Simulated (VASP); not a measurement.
Input of a VASP 6.6.1 run:

File POSCAR:

```
BaTiO3
1.0
    3.9998664220      3.9998664220      0.0000000000
    0.0000000000      3.9998664220      3.9998664220
    3.9998664220      0.0000000000      3.9998664220
Ba Ti O
2 2 6
Direct
    0.0000000000      0.0000000000      0.0000000000
    0.5000000000      0.5000000000      0.5000000000
    0.2500000000      0.2500000000      0.2500000000
    0.7500000000      0.7500000000      0.7500000000
    0.0000000000      0.5000000000      0.0000000000
    0.5000000000      0.0000000000      0.5000000000
    0.0000000000      0.0000000000      0.5000000000
    0.5000000000      0.5000000000      0.0000000000
    0.0000000000      0.5000000000      0.5000000000
    0.5000000000      0.0000000000      0.0000000000
```

The input INCAR.step1:

```
SYSTEM = BaTiO3
ALGO     = Normal         ! electronic algorithm
EDIFF    = 1E-4           ! SCF threshold, eV
ENCUT    = 520            ! plane-wave cutoff, eV
GGA      = PE             ! functional
ISMEAR   = -1             ! smearing method
LASPH    = .TRUE.         ! aspherical terms in the spheres
LCHARG   = .FALSE.        ! write CHGCAR
LDAU     = .TRUE.         ! DFT+U
LDAUJ    = 0 0 0        
LDAUL    = -1 2 -1        ! shell
LDAUTYPE = 2            
LDAUU    = 0 2.45 0       ! U, eV
LMAXMIX  = 4              ! l up to which the mixer works
LREAL    = .FALSE.        ! projectors in reciprocal space
LWAVE    = .TRUE.         ! write WAVECAR
NBANDS   = 51             ! bands
NELM     = 150            ! most SCF steps
PREC     = Accurate       ! precision mode
SIGMA    = 0.0332         ! smearing width, eV
```

File INCAR.step2:

```
SYSTEM = BaTiO3
ALGO     = Normal         ! electronic algorithm
EDIFF    = 1E-7           ! SCF threshold, eV
ENCUT    = 520            ! plane-wave cutoff, eV
ISIF     = 2              ! what is computed and relaxed
ISMEAR   = -1             ! smearing method
ISTART   = 1            
LASPH    = .TRUE.         ! aspherical terms in the spheres
LCHARG   = .TRUE.         ! write CHGCAR
LDAU     = .TRUE.         ! DFT+U
LDAUJ    = 0 0 0        
LDAUL    = -1 2 -1        ! shell
LDAUPRINT= 1            
LDAUTYPE = 2            
LDAUU    = 0 2.45 0       ! U, eV
LELF     = .TRUE.         ! ELF
LMAXMIX  = 4              ! l up to which the mixer works
LMIXTAU  = .TRUE.       
LREAL    = .FALSE.        ! projectors in reciprocal space
LVHAR    = .TRUE.       
LWAVE    = .FALSE.        ! write WAVECAR
METAGGA  = R2SCAN         ! meta-GGA
NBANDS   = 51             ! bands
NELM     = 150            ! most SCF steps
PREC     = Accurate       ! precision mode
SIGMA    = 0.0332         ! smearing width, eV
```

File KPOINTS:

```
k-points
0
G
  6 6 6
  0 0 0
```

Potentials or basis: VASP PAW PBE potentials, release 64 (Ba_sv, Ti_sv, O).

The run is started by

```console
$ cat potpaw_PBE.64/Ba_sv/POTCAR potpaw_PBE.64/Ti_sv/POTCAR potpaw_PBE.64/O/POTCAR > POTCAR
$ cp INCAR.step1 INCAR
$ mpirun -np 1 vasp_std > vasp.out
$ cp INCAR.step2 INCAR
$ mpirun -np 1 vasp_std > vasp.out
```

(1) Estimate the pressure.

(2) What does it give for the band gap on the k mesh?

## Answers

(1) 3.2 GPa.

(2) 2.45 eV.

Caveat: the cell stands under pressure; the PAW data sets were made with another functional, which shifts forces and pressure a little; spin-orbit coupling is left out, which moves the levels of the heavy elements.
